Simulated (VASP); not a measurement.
# LiMg12 (a cell with a defect) in VASP: a series of runs

LiMg12 (a cell with a defect) is run at these levels: PBE; tasks: single point.

All numbers are computed with VASP 6.6.1; they aren't measurements. Logs are shortened: lines on timing, memory, paths and dates and some standing lists are left out, and cuts for length are marked.

### Step 1. The cell of the first run

The cell holds a defect, 13 atoms: a = 6.420 Å, b = 9.630 Å, c = 5.213 Å, α = 90.00°, β = 90.00°, γ = 120.00°.

### Step 2. Single point, PBE

Input file INCAR:

```
PREC = Accurate
ENCUT = 520
EDIFF = 1E-6
ISMEAR = 0
SIGMA = 0.1
LREAL = False
LASPH = True
NELM = 80
ALGO = Normal
ISIF = 2
LWAVE = False
LCHARG = True
GGA = PE
LELF = True
LVHAR = True
NBANDS = 26
```

Input file KPOINTS:

```
Automatic mesh
0
Gamma
  4 3 4
```

Input file POSCAR:

```
LiMg12
1.0
    6.4200000000      0.0000000000      0.0000000000
   -4.8150000000      8.3398250000      0.0000000000
    0.0000000000      0.0000000000      5.2130400000
Mg Li
12 1
Direct
    0.0959587593      0.0403465070     -0.0130851856
    0.1851207220      0.2448265403      0.4864813098
   -0.0325344756      0.3022355266     -0.0083491155
    0.1890312174      0.5738070323      0.5863516809
    0.0032621191      0.6687322478      0.0320441540
    0.1701312667      0.8937061918      0.4821129245
    0.5084064704     -0.0243356295     -0.0753929291
    0.6578579197      0.2202406476      0.4761878402
    0.5322634748      0.3464979994     -0.0183253875
    0.6914870023      0.5496905503      0.5052969003
    0.4098175847      0.5979091883      0.1083747320
    0.6999778443      0.9186307156      0.3849795356
    0.7278932949      0.7860035826      0.8058802403
```

Potentials or basis: VASP PAW PBE potentials, release 64 (Mg, Li_sv).

Command:

```
cat potpaw_PBE.64/Mg/POTCAR potpaw_PBE.64/Li_sv/POTCAR > POTCAR
mpirun -np 1 vasp_std > vasp.out
```

OUTCAR:

```text
PREC = Accurate
   ENCUT = 520
   EDIFF = 1E-6
   ISMEAR = 0
   LREAL = False
   LASPH = True
   NELM = 80
   ISIF = 2
   GGA = PE

 ion  position               nearest neighbor table
   1  0.096  0.040  0.987-  13 2.59   9 2.88   3 3.02   7 3.03  12 3.03   6 3.09   6 3.13   2 3.14
                             2 3.14   5 3.33   7 3.52
   2  0.185  0.245  0.486-  10 3.11   3 3.11   1 3.14   1 3.14   3 3.16   8 3.16  12 3.17   4 3.20
                             9 3.23   9 3.27   8 3.27   6 3.33  11 3.55
   3  0.967  0.302  0.992-  11 2.91   1 3.02   9 3.03   8 3.06   7 3.07   4 3.10   2 3.11   2 3.16
                             8 3.20   5 3.43   9 3.43
   4  0.189  0.574  0.586-  11 2.82   5 2.96  11 3.02   3 3.10  10 3.11   6 3.19   2 3.20  10 3.37
                             5 3.42   8 3.46  12 3.46
   5  0.003  0.669  0.032-  13 2.79   4 2.96   6 3.00  10 3.02  11 3.04   9 3.08   7 3.16  10 3.25
                             1 3.33   4 3.42   6 3.43   3 3.43  11 3.54
   6  0.170  0.894  0.482-   7 2.99   5 3.00  13 3.01   1 3.09   1 3.13   8 3.14  12 3.19   4 3.19
                            10 3.20  12 3.33   2 3.33   5 3.43   7 3.47
   7  0.508  0.976  0.925-  12 2.87  13 2.88   6 2.99   1 3.03   3 3.07   8 3.11   5 3.16  12 3.23
                             6 3.47  11 3.50   9 3.51   1 3.52   8 3.53
   8  0.658  0.220  0.476-   3 3.06  10 3.07  12 3.09   7 3.11   9 3.12   6 3.14   2 3.16   9 3.17
                             3 3.20   2 3.27   4 3.46   7 3.53
   9  0.532  0.346  0.982-   1 2.88  11 2.97  10 3.01   3 3.03   5 3.08   8 3.12   8 3.17  10 3.21
                             2 3.23   2 3.27   3 3.43   7 3.51
  10  0.691  0.550  0.505-  13 2.68  11 2.93   9 3.01   5 3.02   8 3.07   2 3.11   4 3.11   6 3.20
                             9 3.21   5 3.25   4 3.37  12 3.58
  11  0.410  0.598  0.108-  13 2.50   4 2.82   3 2.91  10 2.93   9 2.97   4 3.02   5 3.04  12 3.06
                             7 3.50   5 3.54   2 3.55
  12  0.700  0.919  0.385-  13 2.59   7 2.87   1 3.03  11 3.06   8 3.09   2 3.17   6 3.19   7 3.23
                             6 3.33   4 3.46  10 3.58
  13  0.728  0.786  0.806-  11 2.50   1 2.59  12 2.59  10 2.68   5 2.79   7 2.88   6 3.01

  LATTYP: Found a simple monoclinic cell.
 ALAT       =     6.4200000000
 B/A-ratio  =     0.8120000000
 C/A-ratio  =     1.3228757108
 COS(beta)  =    -0.1889822286

  Lattice vectors:

 A1 = (   6.4200000000,   0.0000000000,   0.0000000000)
 A2 = (   0.0000000000,   0.0000000000,   5.2130400000)
 A3 = (  -1.6050000000,  -8.3398250000,   0.0000000000)

Analysis of symmetry for initial positions (statically):
=====================================================================
 Subroutine PRICEL returns:
 Original cell was already a primitive cell.

 Routine SETGRP: Setting up the symmetry group for a
[... 161 lines left out ...]
     AMIX     =   0.40;   BMIX     =  1.00
     AMIX_MAG =   1.60;   BMIX_MAG =  1.00
  volume/ion in A,a.u.               =      21.47       144.89
  Fermi-wavevector in a.u.,A,eV,Ry     =   0.751511  1.420149  7.684136  0.564768
  Thomas-Fermi vector in A             =   1.848508
   LORBIT       =      0    0 simple, 1 ext, 2 COOP (PROOUT), +10 PAW based schemes
   GGA     = PE    functional components
   LHFCALC =     F    Hartree Fock is set to
   AEXX    =    0.0000 exact exchange contribution
   IVDW    =     0    specifies the selected vdW correction
   LEPSILON=     F    determine dielectric tensor
   LRPA    =     F    only Hartree local field effects (RPA)
 non-spin polarized calculation
 Gauss-broadening in eV      SIGMA  =   0.10
  energy-cutoff  :      520.00
  volume of cell :      279.11
 maximum number of plane-waves:      7534
   NGX = 23   NGY = 35   NGZ = 19

 number of electron      27.0000004 magnetization

 Free energy of the ion-electron system (eV)
  ---------------------------------------------------
  ext. energy  EPLUGINS =         0.00000000
  ---------------------------------------------------
  free energy    TOTEN  =       -18.81697608 eV

  energy without entropy =      -18.79204007  energy(sigma->0) =      -18.80450808

 E-fermi :   2.7913     XC(G=0):  -8.5753

 val. band max:        2.7855493886   @ k =   0.2500   0.3333   0.5000
 cond. band min:       2.8038198154   @ k =   0.2500   0.0000   0.0000
 fundamental gap:      0.0182704269
 Fermi energy:         2.7913433439

 k-point     1 :       0.0000    0.0000    0.0000
  band No.  band energies     occupation
      1     -43.6398      2.00000
      2      -4.1921      2.00000
      3      -2.1773      2.00000
      4      -1.9668      2.00000
      5      -0.6147      2.00000
      6      -0.4290      2.00000
[... 661 lines left out ...]
     24       7.5693      0.00000
     25       7.7095      0.00000

 [... further k-points ...]

 [bands above 25 left out]

------------------------ aborting loop because EDIFF is reached ----------------------------------------

  FORCE on cell =-STRESS in cart. coord.  units (eV):
  Direction    XX          YY          ZZ          XY          YZ          ZX
  --------------------------------------------------------------------------------------
  -------------------------------------------------------------------------------------
  Total        3.1527171      3.9512779      6.7114044      0.7755709     -0.5226606     -0.0100740
  in kB       18.0972488     22.6811532     38.5248513      4.4519376     -3.0001798     -0.0578269
  external PRESSURE =      26.4344178 kB  Pullay stress =       0.0000000 kB

 VOLUME and BASIS-vectors are now :
 -----------------------------------------------------------------------------
  energy-cutoff  :      520.00
  volume of cell :      279.11
      direct lattice vectors                 reciprocal lattice vectors
     6.420000000  0.000000000  0.000000000     0.155763240  0.089929945  0.000000000
    -4.815000000  8.339825000  0.000000000     0.000000000  0.119906593  0.000000000
     0.000000000  0.000000000  5.213040000     0.000000000  0.000000000  0.191826650

 POSITION                                       TOTAL-FORCE (eV/Angst)
 -----------------------------------------------------------------------------------
      0.42179      0.33648      5.14483         0.004326      0.006582      0.001175
      0.00964      2.04181      2.53605         0.000213      0.007983      0.003079
      4.75586      2.52059      5.16952        -0.001806      0.002751     -0.002703
     -1.54930      4.78545      3.05667         0.001955     -0.000376     -0.007230
     -3.19900      5.57711      0.16705         0.005803     -0.004186      0.002143
     -3.21095      7.45335      2.51327        -0.000784     -0.006409      0.001379
     -1.43385      8.13687      4.82001         0.007868      0.006042      0.002613
      3.16299      1.83677      2.48239        -0.003834      0.001753     -0.000622
      1.74874      2.88973      5.11751        -0.002087     -0.003822      0.000048
      1.79259      4.58432      2.63413         0.003606     -0.002537     -0.001134
     -0.24790      4.98646      0.56496        -0.006371     -0.009066      0.004284
      0.07065      7.66122      2.00691        -0.007865      0.000203     -0.005521
      0.88847      6.55513      4.20109        -0.001025      0.001082      0.002489
 -----------------------------------------------------------------------------------
    total drift:                                0.000402     -0.000173      0.000020

  FREE ENERGIE OF THE ION-ELECTRON SYSTEM (eV)
  ---------------------------------------------------
  free  energy   TOTEN  =       -18.8169760774 eV

  energy  without entropy=      -18.7920400735  energy(sigma->0) =      -18.80450808
```

OSZICAR:

```text
N       E                     dE             d eps       ncg     rms          rms(c)
DAV:   1     0.408506744227E+02    0.40851E+02   -0.83494E+03  1352   0.776E+02
DAV:   2    -0.130647965516E+02   -0.53915E+02   -0.50727E+02  1592   0.119E+02
DAV:   3    -0.189500545081E+02   -0.58853E+01   -0.57597E+01  2266   0.226E+01
DAV:   4    -0.192732948381E+02   -0.32324E+00   -0.31860E+00  1960   0.597E+00
DAV:   5    -0.192806701567E+02   -0.73753E-02   -0.73720E-02  1862   0.944E-01    0.282E+00
DAV:   6    -0.188870743057E+02    0.39360E+00   -0.68515E-01  1554   0.257E+00    0.156E+00
DAV:   7    -0.188352827654E+02    0.51792E-01   -0.17886E-01  1726   0.131E+00    0.795E-01
DAV:   8    -0.188187442884E+02    0.16538E-01   -0.20524E-02  1768   0.574E-01    0.220E-01
DAV:   9    -0.188170299096E+02    0.17144E-02   -0.12332E-03  1744   0.161E-01    0.464E-02
DAV:  10    -0.188169714535E+02    0.58456E-04   -0.20509E-04  1790   0.540E-02    0.118E-02
DAV:  11    -0.188169744546E+02   -0.30011E-05   -0.18961E-05  1718   0.173E-02    0.349E-03
DAV:  12    -0.188169755076E+02   -0.10529E-05   -0.18191E-06  1162   0.526E-03    0.112E-03
DAV:  13    -0.188169760774E+02   -0.56985E-06   -0.22287E-07   826   0.232E-03
   1 F= -.18816976E+02 E0= -.18804508E+02  d E =-.249360E-01
```

stdout:

```text
POSCAR found type information on POSCAR MgLi
 POSCAR found :  2 types and      13 ions
 scaLAPACK will be used
 LDA part: xc-table for (Slater+PW92), standard interpolation
 POSCAR, INCAR and KPOINTS ok, starting setup
 FFT: planning ... GRIDC
 FFT: planning ... GRID_SOFT
 FFT: planning ... GRID
 WAVECAR not read
 entering main loop
```

Wall time 1.9 min (1 thread of Intel Xeon 6975P-C (Granite Rapids), shared host); peak memory 0.43 GiB.

What came out:

- Free energy: -18.8170 eV
- Largest force: 0.012 eV/Å
- Band gap on the k mesh: zero (an odd number of electrons rules out a gap without spin polarisation)

Forces in eV/Å, atoms in the order of the input:
```
Mg   0.004  0.007  0.001
Mg   0.000  0.008  0.003
Mg  -0.002  0.003 -0.003
Mg   0.002  0.000 -0.007
Mg   0.006 -0.004  0.002
Mg  -0.001 -0.006  0.001
Mg   0.008  0.006  0.003
Mg  -0.004  0.002 -0.001
Mg  -0.002 -0.004  0.000
Mg   0.004 -0.003 -0.001
Mg  -0.006 -0.009  0.004
Mg  -0.008  0.000 -0.006
Li  -0.001  0.001  0.002
```

Caveat: the cutoff is under 1.25 times the usual one of these potentials, so pressure, stress and relaxed cells hold a basis-set (Pulay) error.

### Step 3. Single point, PBE

Input file INCAR:

```
SYSTEM = LiMg12
ALGO     = Normal         ! electronic algorithm
EDIFF    = 1E-6           ! SCF threshold, eV
ENCUT    = 520            ! plane-wave cutoff, eV
GGA      = PE             ! functional
ISIF     = 2              ! what is computed and relaxed
ISMEAR   = 0              ! smearing method
LASPH    = .True.         ! aspherical terms in the spheres
LCHARG   = .False.        ! write CHGCAR
LREAL    = .False.        ! projectors in reciprocal space
LWAVE    = .False.        ! write WAVECAR
NBANDS   = 26             ! bands
NELM     = 60             ! most SCF steps
PREC     = Accurate       ! precision mode
SIGMA    = 0.1            ! smearing width, eV
```

Input file KPOINTS:

```
k-points
0
Gamma
  4 3 4
  0 0 0
```

Input file POSCAR:

```
LiMg12
1.0
    6.4200000000      0.0000000000      0.0000000000
   -4.8150000000      8.3398250000      0.0000000000
    0.0000000000      0.0000000000      5.2130400000
Mg Li
12 1
Direct
   -0.0227328700      0.0051522012      0.0056015562
    0.1329482002      0.2090115223      0.4811278721
    0.0103819451      0.3360000376     -0.0252313094
    0.1566960631      0.5793945019      0.4237851981
   -0.0295648140      0.6398677606     -0.1158810691
    0.2574996575      0.9591938042      0.6034217184
    0.4803609966     -0.0167125440      0.0820400602
    0.6994091195      0.2537573379      0.4912811375
    0.4831348002      0.3116509166     -0.0116095830
    0.5676203825      0.5141709071      0.4915826476
    0.4983434598      0.6627220818     -0.0153368613
    0.6619608813      0.8869419772      0.5322793660
    0.9350487881      0.7671342655      1.3090799767
```

Potentials or basis: VASP PAW PBE potentials, release 64 (Mg, Li_sv).

Command:

```
cat potpaw_PBE.64/Mg/POTCAR potpaw_PBE.64/Li_sv/POTCAR > POTCAR
mpirun -np 1 vasp_std > vasp.out
```

OUTCAR:

```text
SYSTEM = LiMg12
   EDIFF = 1E-6
   ENCUT = 520
   GGA = PE
   ISIF = 2
   ISMEAR = 0
   LASPH = .True.
   LREAL = .False.
   NELM = 60
   PREC = Accurate

 ion  position               nearest neighbor table
   1  0.977  0.005  0.006-  13 2.68   6 2.94   2 3.01  12 3.03   3 3.09   9 3.11   7 3.12  11 3.19
                             2 3.22  12 3.26   7 3.36   5 3.55
   2  0.133  0.209  0.481-  10 2.87   6 2.96   1 3.01   8 3.02  12 3.07   3 3.11   3 3.17   1 3.22
                             9 3.23   9 3.29   8 3.44   4 3.51
   3  0.010  0.336  0.975-   8 3.06   1 3.09   5 3.10   4 3.11   2 3.11  11 3.14   9 3.16   2 3.17
                             8 3.21   9 3.27   7 3.45   4 3.52
   4  0.157  0.579  0.424-  13 2.87   5 2.87  11 2.99  10 3.02   8 3.06   3 3.11  12 3.16   5 3.22
                            11 3.50   2 3.51   6 3.51   3 3.52  10 3.53
   5  0.970  0.640  0.884-  13 2.60   4 2.87  10 3.03   6 3.05   3 3.10  11 3.19   9 3.19   4 3.22
                            11 3.33   7 3.45   1 3.55
   6  0.257  0.959  0.603-  13 2.50   7 2.83   8 2.90   1 2.94   2 2.96   7 3.03  12 3.03   5 3.05
                             4 3.51  12 3.55   9 3.57
[... 906 lines left out ...]

  FORCE on cell =-STRESS in cart. coord.  units (eV):
  Direction    XX          YY          ZZ          XY          YZ          ZX
  --------------------------------------------------------------------------------------
  -------------------------------------------------------------------------------------
  Total        3.2146054      3.9967087      6.5982020      0.8182056      0.4874915     -0.0965343
  in kB       18.4525007     22.9419354     37.8750456      4.6966698      2.7983024     -0.5541271
  external PRESSURE =      26.4231606 kB  Pullay stress =       0.0000000 kB

 VOLUME and BASIS-vectors are now :
 -----------------------------------------------------------------------------
  energy-cutoff  :      520.00
  volume of cell :      279.11
      direct lattice vectors                 reciprocal lattice vectors
     6.420000000  0.000000000  0.000000000     0.155763240  0.089929945  0.000000000
    -4.815000000  8.339825000  0.000000000     0.000000000  0.119906593  0.000000000
     0.000000000  0.000000000  5.213040000     0.000000000  0.000000000  0.191826650

 POSITION                                       TOTAL-FORCE (eV/Angst)
 -----------------------------------------------------------------------------------
      6.24925      0.04297      0.02920         0.002334      0.001822     -0.002659
     -0.15286      1.74312      2.50814        -0.002175     -0.001400      0.001192
     -1.55119      2.80218      5.08151         0.001449      0.000437      0.000311
     -1.78380      4.83205      2.20921         0.002602     -0.004339     -0.000196
      3.14923      5.33639      4.60895         0.000074     -0.002128      0.003244
     -2.96537      7.99951      3.14566         0.005420      0.005507      0.002761
     -1.65061      8.20045      0.42768        -0.000639     -0.004006      0.002154
      3.26836      2.11629      2.56107         0.000705      0.002290     -0.000360
      1.60113      2.59911      5.15252        -0.001518     -0.000186     -0.000032
      1.16839      4.28810      2.56264        -0.000403      0.002366     -0.001523
      0.00836      5.52699      5.13309        -0.006486     -0.000673     -0.002748
     -0.02084      7.39694      2.77479        -0.001402      0.002988      0.001556
      2.30926      6.39777      1.61125         0.000038     -0.002677     -0.003700
 -----------------------------------------------------------------------------------
    total drift:                               -0.000006      0.000136     -0.000345

  FREE ENERGIE OF THE ION-ELECTRON SYSTEM (eV)
  ---------------------------------------------------
  free  energy   TOTEN  =       -18.8171101949 eV

  energy  without entropy=      -18.7926892787  energy(sigma->0) =      -18.80489974
```

Run time: 1.8 min. Hardware: 1 thread of Intel Xeon 6975P-C (Granite Rapids), shared host; peak memory 0.43 GiB.

What came out:

```yaml
Free_energy: -18.8171 eV
Largest_force: 0.008 eV/Å
Band_gap_on_the_k_mesh: zero (an odd number of electrons rules out a gap without spin polarisation)
```

Forces in eV/Å, atoms in the order of the input:
```
Mg   0.002  0.002 -0.003
Mg  -0.002 -0.001  0.001
Mg   0.001  0.000  0.000
Mg   0.003 -0.004  0.000
Mg   0.000 -0.002  0.003
Mg   0.005  0.006  0.003
Mg  -0.001 -0.004  0.002
Mg   0.001  0.002  0.000
Mg  -0.002  0.000  0.000
Mg   0.000  0.002 -0.002
Mg  -0.006 -0.001 -0.003
Mg  -0.001  0.003  0.002
Li   0.000 -0.003 -0.004
```

Levels at points of the mesh, in eV from the Fermi level:
```tsv
k point	band 9	band 10	band 11	band 12	band 13	band 14	band 15	band 16	band 17	band 18
(0.00, 0.00, 0.00)	-1.72	-1.52	-0.44	-0.23	0.09	0.16	0.38	0.56	1.24	1.47
(0.50, 0.00, 0.00)	-0.76	-0.70	-0.58	-0.47	-0.36	-0.22	0.06	0.13	0.24	0.73
(0.00, 0.00, 0.50)	-2.03	-2.01	-1.82	-1.19	-1.16	-0.83	-0.57	0.87	0.99	1.19
(0.50, 0.00, 0.50)	-3.57	-1.15	-1.01	-0.75	-0.60	0.45	0.52	0.78	0.89	2.04
```

Caveat: the cutoff is under 1.25 times the usual one of these potentials, so pressure, stress and relaxed cells hold a basis-set (Pulay) error.

The gap in the log of VASP goes by the Fermi energy; the results here count the filled bands.